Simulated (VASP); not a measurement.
# Pb in VASP: a series of runs

The runs below take Pb through single point, with PBE.

Program: VASP 6.6.1. These are calculated values, not measurements. Logs are shortened: lines on timing, memory, paths and dates and some standing lists are left out, and cuts for length are marked.

**1. The cell of the first run**

The typed cell holds 4 atoms: a = 6.208 Å, b = 4.946 Å, c = 4.980 Å, α = 89.97°, β = 67.02°, γ = 111.73°.

**2. Single point, PBE**

INCAR

```
SYSTEM = Pb
PREC     = Accurate       ! precision mode
ENCUT    = 520            ! plane-wave cutoff, eV
EDIFF    = 1E-6           ! SCF threshold, eV
ISMEAR   = 0              ! smearing method
SIGMA    = 0.1            ! smearing width, eV
LREAL    = .FALSE.        ! projectors in reciprocal space
LASPH    = .TRUE.         ! aspherical terms in the spheres
NELM     = 100            ! most SCF steps
ALGO     = Fast           ! electronic algorithm
ISIF     = 2              ! what is computed and relaxed
LWAVE    = .FALSE.        ! write WAVECAR
LCHARG   = .FALSE.        ! write CHGCAR
GGA      = PE             ! functional
NBANDS   = 36             ! bands
```

KPOINTS

```
Automatic mesh
0
G
  4 4 4
  0 0 0
```

POSCAR

```
Pb
1.0
    6.1859275145      0.0908851937     -0.5179855427
   -1.9188695296      4.5553802118     -0.1731029252
    2.2922815126      1.1311882742      4.2735306352
Pb
4
Direct
    0.1910522624      0.6132371656     -0.1152756430
    0.6911895208      0.3629497305      0.6342347339
    0.6910707621      0.8627666480      0.1342310655
    0.1912918059      0.1128376551      0.3846511718
```

Potentials or basis: VASP PAW PBE potentials, release 64 (Pb_d).

Run with:

```
cat potpaw_PBE.64/Pb_d/POTCAR > POTCAR
mpirun -np 1 vasp_std > vasp.out
```

OUTCAR:

```text
SYSTEM = Pb
   PREC = Accurate
   ENCUT = 520
   EDIFF = 1E-6
   ISMEAR = 0
   LREAL = .FALSE.
   LASPH = .TRUE.
   NELM = 100
   ISIF = 2
   GGA = PE

 ion  position               nearest neighbor table
   1  0.191  0.613  0.885-   4 3.51   4 3.51   4 3.51   4 3.51   3 3.54   2 3.54   3 3.59   2 3.59
                             2 3.63   3 3.64   2 3.66   3 3.66
   2  0.691  0.363  0.634-   3 3.51   3 3.51   3 3.51   3 3.51   4 3.54   1 3.54   4 3.59   1 3.59
                             1 3.63   4 3.64   1 3.66   4 3.66
   3  0.691  0.863  0.134-   2 3.51   2 3.51   2 3.51   2 3.51   1 3.54   4 3.54   1 3.59   4 3.59
                             4 3.63   1 3.64   4 3.66   1 3.66
   4  0.191  0.113  0.385-   1 3.51   1 3.51   1 3.51   1 3.51   3 3.54   2 3.54   2 3.59   3 3.59
                             3 3.63   2 3.64   3 3.66   2 3.66

  LATTYP: Found a triclinic cell.
 ALAT       =     9.2965988019
 B/A-ratio  =     0.5320290285
 C/A-ratio  =     0.5356452791
 COS(alpha) =     0.0005945189
 COS(beta)  =     0.2752572226
 COS(gamma) =     0.7795402995

  Lattice vectors:

 A1 = (   5.8125155315,  -5.5956832923,  -4.6184132527)
 A2 = (   1.9188695296,  -4.5553802118,   0.1731029252)
 A3 = (  -2.2922815126,  -1.1311882742,  -4.2735306352)

Analysis of symmetry for initial positions (statically):
=====================================================================
 Subroutine PRICEL returns:
 Original cell was already a primitive cell.

 Routine SETGRP: Setting up the symmetry group for a
 triclinic supercell.

 Subroutine GETGRP returns: Found  1 space group operations
 (whereof  1 operations were pure point group operations)
 out of a pool of  2 trial point group operations.

The static configuration has the point symmetry C_1 .

Analysis of symmetry for dynamics (positions and initial velocities):
=====================================================================
 Subroutine PRICEL returns:
 Original cell was already a primitive cell.

 Routine SETGRP: Setting up the symmetry group for a
 triclinic supercell.

 Subroutine GETGRP returns: Found  1 space group operations
 (whereof  1 operations were pure point group operations)
 out of a pool of  2 trial point group operations.

The dynamic configuration has the point symmetry C_1 .

 Subroutine INISYM returns: Found  1 space group operations
 (whereof  1 operations are pure point group operations),
 and found     1 'primitive' translations

----------------------------------------------------------------------------------------

                                     Primitive cell

  volume of cell :     128.8787

  direct lattice vectors                    reciprocal lattice vectors
     6.185927515  0.090885194 -0.517985543     0.152572731  0.060549568 -0.097865828
    -1.918869530  4.555380212 -0.173102925    -0.007560133  0.214334319 -0.052678343
     2.292281513  1.131188274  4.273530635     0.018186786  0.016020875  0.220002668

  length of vectors
     6.208241970  4.946060429  4.979679260     0.191108369  0.220842396  0.221333688

  position of ions in fractional coordinates (direct lattice)
     0.191052262  0.613237166  0.884724357
     0.691189521  0.362949730  0.634234734
     0.691070762  0.862766648  0.134231066
     0.191291806  0.112837655  0.384651172

  ion indices of the primitive-cell ions
   primitive index   ion index
                 1           1
                 2           2
                 3           3
                 4           4

----------------------------------------------------------------------------------------

 KPOINTS: Automatic mesh

Automatic generation of k-mesh.
 Grid dimensions read from file:
 generate k-points for:    4    4    4

 Generating k-lattice:

  Cartesian coordinates                     Fractional coordinates (reciprocal lattice)
     0.038143183  0.015137392 -0.024466457     0.250000000  0.000000000  0.000000000
    -0.001890033  0.053583580 -0.013169586     0.000000000  0.250000000  0.000000000
     0.004546697  0.004005219  0.055000667     0.000000000  0.000000000  0.250000000

  Length of vectors
     0.047777092  0.055210599  0.055333422

  Shift w.r.t. Gamma in fractional coordinates (k-lattice)
     0.000000000  0.000000000  0.000000000

 Subroutine IBZKPT returns following result:
 ===========================================

 Found     36 irreducible k-points:

 Following reciprocal coordinates:
            Coordinates               Weight
  0.000000  0.000000  0.000000      1.000000
  0.250000 -0.000000  0.000000      2.000000
  0.500000 -0.000000  0.000000      1.000000
  0.000000  0.250000  0.000000      2.000000
  0.250000  0.250000  0.000000      2.000000
  0.500000  0.250000  0.000000      2.000000
[... 16 lines left out ...]
 -0.000000 -0.250000  0.250000      2.000000
  0.250000 -0.250000  0.250000      2.000000
 [... further k-points ...]
   k-points           NKPTS =     36   k-points in BZ     NKDIM =     36   number of bands    NBANDS=     36
   number of dos      NEDOS =    301   number of ions     NIONS =      4
   total plane-waves  NPLWV =  76800
   dimension x,y,z NGX =    48 NGY =   40 NGZ =   40
   dimension x,y,z NGXF=    96 NGYF=   80 NGZF=   80
   ions per type =               4
   NGX,Y,Z   is equivalent  to a cutoff of  12.85, 13.44, 13.35 a.u.
   NGXF,Y,Z  is equivalent  to a cutoff of  25.71, 26.89, 26.71 a.u.
 SYSTEM =  Pb
   PREC   = accura    normal or accurate (medium, high low for compatibility)
   ISTART =      0    job   : 0-new  1-cont  2-samecut
   ICHARG =      2    charge: 1-file 2-atom 10-const
   ISPIN  =      1    spin polarized calculation?
   LNONCOLLINEAR =      F non collinear calculations
   LSORBIT =      F    spin-orbit coupling
   LASPH  =      T    aspherical Exc in radial PAW
   ENCUT  =  520.0 eV  38.22 Ry    6.18 a.u.  11.54  9.20  9.26*2*pi/ulx,y,z
   NELM   =    100;   NELMIN=  2; NELMDL= -5     # of ELM steps
   EDIFF  = 0.1E-05   stopping-criterion for ELM
   LREAL  =      F    real-space projection
   EDIFFG = 0.1E-04   stopping-criterion for IOM
   NSW    =      0    number of steps for IOM
   IBRION =     -1    ionic relax: 0-MD 1-quasi-New 2-CG
   NFREE  =      0    steps in history (QN), initial steepest desc. (CG)
   ISIF   =      2    stress and relaxation
   ISYM   =      2    0-nonsym 1-usesym 2-fastsym
   POTIM  = 0.5000    time-step for ionic-motion
   TEBEG  =    0.0;   TEEND  =   0.0 temperature during run
   PSTRESS=    0.0 pullay stress
   NELECT =      56.0000    total number of electrons
   NUPDOWN=      -1.0000    fix difference up-down
   EMIN   =  10.00;   EMAX   =-10.00  energy-range for DOS
   EFERMI =   0.00;   METHOD = LEGACY
   ISMEAR =     0;   SIGMA  =   0.10  broadening in eV -4-tet -1-fermi 0-gaus
   EFERMI_NEDOS =   21; number of points for ismear=-14 and -15
   IALGO  =     68    algorithm
   IMIX   =      4    mixing-type and parameters
     AMIX     =   0.40;   BMIX     =  1.00
     AMIX_MAG =   1.60;   BMIX_MAG =  1.00
  volume/ion in A,a.u.               =      32.22       217.43
  Fermi-wavevector in a.u.,A,eV,Ry     =   1.239968  2.343200 20.919241  1.537521
  Thomas-Fermi vector in A             =   2.374429
   LORBIT       =      0    0 simple, 1 ext, 2 COOP (PROOUT), +10 PAW based schemes
   GGA     = PE    functional components
   LHFCALC =     F    Hartree Fock is set to
   AEXX    =    0.0000 exact exchange contribution
   IVDW    =     0    specifies the selected vdW correction
   LEPSILON=     F    determine dielectric tensor
   LRPA    =     F    only Hartree local field effects (RPA)
 non-spin polarized calculation
 RMM-DIIS sequential band-by-band and
 Gauss-broadening in eV      SIGMA  =   0.10
  energy-cutoff  :      520.00
  volume of cell :      128.88
 maximum number of plane-waves:      3486
 NGX is ok and might be reduce to    48
   NGX = 23   NGY = 19   NGZ = 19

 number of electron      56.0000005 magnetization

 Free energy of the ion-electron system (eV)
  ---------------------------------------------------
  ext. energy  EPLUGINS =         0.00000000
  ---------------------------------------------------
  free energy    TOTEN  =       -14.26999762 eV

  energy without entropy =      -14.26030038  energy(sigma->0) =      -14.26514900

 E-fermi :   6.5560     XC(G=0):  -9.8947

 val. band max:        6.5286339967   @ k =   0.2500   0.2500   0.5000
 cond. band min:       6.5649048192   @ k =   0.5000   0.2500   0.5000
 fundamental gap:      0.0362708225
 Fermi energy:         6.5560373315

 k-point     1 :       0.0000    0.0000    0.0000
  band No.  band energies     occupation
      1     -10.5604      2.00000
      2     -10.4617      2.00000
      3     -10.4491      2.00000
      4     -10.4047      2.00000
      5     -10.4047      2.00000
      6     -10.3954      2.00000
[... 28 lines left out ...]
     35      13.2282      0.00000
     36      13.4641      0.00000

 k-point     2 :       0.2500   -0.0000    0.0000
  band No.  band energies     occupation
      1     -10.5438      2.00000
      2     -10.4850      2.00000
      3     -10.4807      2.00000
      4     -10.4641      2.00000
      5     -10.4388      2.00000
      6     -10.4376      2.00000
[... 28 lines left out ...]
     35      12.4012      0.00000
     36      12.5087      0.00000

 k-point     3 :       0.5000   -0.0000    0.0000
  band No.  band energies     occupation
      1     -10.5358      2.00000
      2     -10.5301      2.00000
      3     -10.5036      2.00000
      4     -10.5036      2.00000
      5     -10.4653      2.00000
      6     -10.4631      2.00000
[... 28 lines left out ...]
     35      10.6825      0.00000
     36      10.6836      0.00000
[... 742 lines left out ...]
 k-point    23 :      -0.0000   -0.2500    0.2500
  band No.  band energies     occupation
      1     -10.4794      2.00000
      2     -10.4419      2.00000
      3     -10.4382      2.00000
      4     -10.4207      2.00000
      5     -10.3981      2.00000
      6     -10.3769      2.00000
[... 28 lines left out ...]
     35      12.6363      0.00000
     36      12.9774      0.00000

 k-point    24 :       0.2500   -0.2500    0.2500
  band No.  band energies     occupation
      1     -10.4877      2.00000
      2     -10.4118      2.00000
      3     -10.4046      2.00000
      4     -10.4039      2.00000
      5     -10.3980      2.00000
      6     -10.3855      2.00000
[... 28 lines left out ...]
     35      10.8555      0.00000
     36      13.3209      0.00000

 [... further k-points ...]
[... 5 lines left out ...]
  --------------------------------------------------------------------------------------
  -------------------------------------------------------------------------------------
  Total        0.1157540     -0.1102581     -0.0406862      0.0060017      0.0038958     -0.0845284
  in kB        1.4390157     -1.3706928     -0.5057977      0.0746109      0.0484312     -1.0508296
  external PRESSURE =      -0.1458249 kB  Pullay stress =       0.0000000 kB

 VOLUME and BASIS-vectors are now :
 -----------------------------------------------------------------------------
  energy-cutoff  :      520.00
  volume of cell :      128.88
      direct lattice vectors                 reciprocal lattice vectors
     6.185927515  0.090885194 -0.517985543     0.152572731  0.060549568 -0.097865828
    -1.918869530  4.555380212 -0.173102925    -0.007560133  0.214334319 -0.052678343
     2.292281513  1.131188274  4.273530635     0.018186786  0.016020875  0.220002668

 POSITION                                       TOTAL-FORCE (eV/Angst)
 -----------------------------------------------------------------------------------
      2.03315      3.81168      3.57578         0.002452     -0.004675     -0.001562
      5.03304      2.43363      2.28957         0.000354     -0.000416      0.001218
      2.92707      4.14488      0.06633         0.001114      0.002333      0.001370
      1.84853      0.96652      1.52520        -0.003920      0.002758     -0.001026
 -----------------------------------------------------------------------------------
    total drift:                                0.000049     -0.000337      0.000531

  FREE ENERGIE OF THE ION-ELECTRON SYSTEM (eV)
  ---------------------------------------------------
  free  energy   TOTEN  =       -14.2699976236 eV

  energy  without entropy=      -14.2603003756  energy(sigma->0) =      -14.26514900
```

It took 1.9 min on 1 thread of AMD EPYC 9R45 (Zen 5), shared host; peak memory 0.28 GiB.

Results:

```
Free energy            : -14.2700 eV
Pressure               : 0.0 GPa
Largest force          : 0.006 eV/Å
Band gap on the k mesh : zero (band 28 reaches 8.17 eV, above the bottom of band 29 at 5.40 eV)
```

Forces in eV/Å, atoms in the order of the input:
```
Pb   0.002 -0.005 -0.002
Pb   0.000  0.000  0.001
Pb   0.001  0.002  0.001
Pb  -0.004  0.003 -0.001
```

Levels at points of the mesh, in eV from the Fermi level:
```csv
k point,band 25,band 26,band 27,band 28,band 29,band 30,band 31,band 32
"(0.00, 0.00, 0.00)",-3.22,-1.22,-1.22,-1.16,-1.16,0.59,0.59,2.45
"(0.50, 0.00, 0.00)",-2.86,-2.80,1.50,1.61,1.78,1.78,2.04,2.32
"(0.00, 0.50, 0.00)",-1.65,-1.64,-0.51,-0.51,0.64,0.64,1.91,1.91
"(0.50, 0.50, 0.00)",-1.50,-1.50,-0.62,-0.62,0.67,0.67,2.20,2.20
"(0.00, 0.00, 0.50)",-1.56,-1.56,-0.52,-0.51,0.67,0.68,1.99,1.99
"(0.50, 0.00, 0.50)",-1.50,-1.50,-0.55,-0.55,0.68,0.68,2.10,2.10
"(0.00, 0.50, 0.50)",-3.89,-3.79,-1.37,-1.36,0.37,0.38,4.54,5.18
"(0.50, 0.50, 0.50)",-3.87,-3.82,-1.38,-1.38,0.40,0.41,4.72,5.00
```

Caveat: spin-orbit coupling is left out, which moves the levels of the heavy elements.

(Part 1 of 3 ends here.)
